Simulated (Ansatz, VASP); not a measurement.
HC8: VASP beside Ansatz

The input INCAR:

```
ALGO = Normal ; DIPOL = 0.5 0.5 0.237
EDIFF = 1E-6 ; ENCUT = 520
GGA = PE ; IDIPOL = 3
ISIF = 2 ; ISMEAR = 0
ISPIN = 2 ; IVDW = 12
LASPH = True ; LCHARG = True
LDIPOL = True ; LELF = True
LORBIT = 11 ; LREAL = False
LVACPOTAV = True ; LVHAR = True
LWAVE = False ; MAGMOM = 0 0 0 0 0 0 0 0 1
NBANDS = 30 ; NELM = 150
PREC = Accurate ; SIGMA = 0.1
```

The input KPOINTS:

```
k-points
0
Gamma
  6 6 1
```

POSCAR

```
HC8
1.0
    4.9313048824     -0.0000000001      0.0000000000
   -2.4656524412      4.2706353020      0.0000000000
    0.0000000000      0.0000000000     17.0000331944
C H
8 1
Direct
    0.3333333333      0.1666666667      0.2352956108
    0.3333333333      0.6666666667      0.2352956108
    0.8333333333      0.1666666667      0.2352956108
    0.8333333333      0.6666666667      0.2352956108
    0.1666666667      0.3333333333      0.2352936582
    0.1666666667      0.8333333333      0.2352936582
    0.6666666667      0.3333333333      0.2352936582
    0.6666666667      0.8333333333      0.2352936582
    0.5000000000      0.1666666667      0.2500014645
```

Input for Ansatz:

```yaml
crystal:
  lattice:
    - [4.9313048824, -1.0e-10, 0.0]
    - [-2.4656524412, 4.270635302, 0.0]
    - [0.0, 0.0, 17.0000331944]
  atoms:
    - { symbol: C, position: [0.3333333333, 0.1666666667, 0.2352956108] }
    - { symbol: C, position: [0.3333333333, 0.6666666667, 0.2352956108] }
    - { symbol: C, position: [0.8333333333, 0.1666666667, 0.2352956108] }
    - { symbol: C, position: [0.8333333333, 0.6666666667, 0.2352956108] }
    - { symbol: C, position: [0.1666666667, 0.3333333333, 0.2352936582] }
    - { symbol: C, position: [0.1666666667, 0.8333333333, 0.2352936582] }
    - { symbol: C, position: [0.6666666667, 0.3333333333, 0.2352936582] }
    - { symbol: C, position: [0.6666666667, 0.8333333333, 0.2352936582] }
    - { symbol: H, position: [0.5, 0.1666666667, 0.2500014645], spin: 1.0 }
basis:
  ecutwfc: 420
kpoints:
  mp_grid: { grid: [6, 6, 1] }
hamiltonian:
  xc: pbe
  pseudopotentials: { kind: paw, azcp: { folder: soft_1 } }
  dispersion: d3bj
scf:
  occupations: { method: gaussian, width: 0.1 }
output:
  forces: true
  eigenvalues: true
  populations: true
magnetization:
  spin_polarized: true
efield:
  axis: 3
  dipole_correction: true
  ramp_width: 0.04
```

Alike in both runs: task single point; functional PBE; dispersion D3(BJ); k mesh 6 × 6 × 1; occupations gaussian, width 0.1 eV; collinear spin.

|  | VASP | Ansatz |
| --- | --- | --- |
| version | VASP 6.6.1 | Ansatz 0.2.0 |
| potentials or method | VASP PAW PBE potentials, release 64 (C, H), cutoff 520 eV | scalar-relativistic, plane waves, PAW |
| valence electrons in the cell | 33 | 33 |

```csv
,VASP,Ansatz,Ansatz less VASP
gap on the k mesh at the Fermi level (eV),none,none,-
rms of the force components (eV/Å),6.577,6.480,-0.0970
net moment per atom (μB),0.00,0.00,0.000
"work function, face that differs most (eV)",3.26,3.26,-0.004
```

Atom by atom the forces differ by 0.100 eV/Å (rms over components). A gap of «none» marks a metal or a gap that the smearing closes. Ansatz's warnings: seeded moment not kept, structure snapped to symmetry.
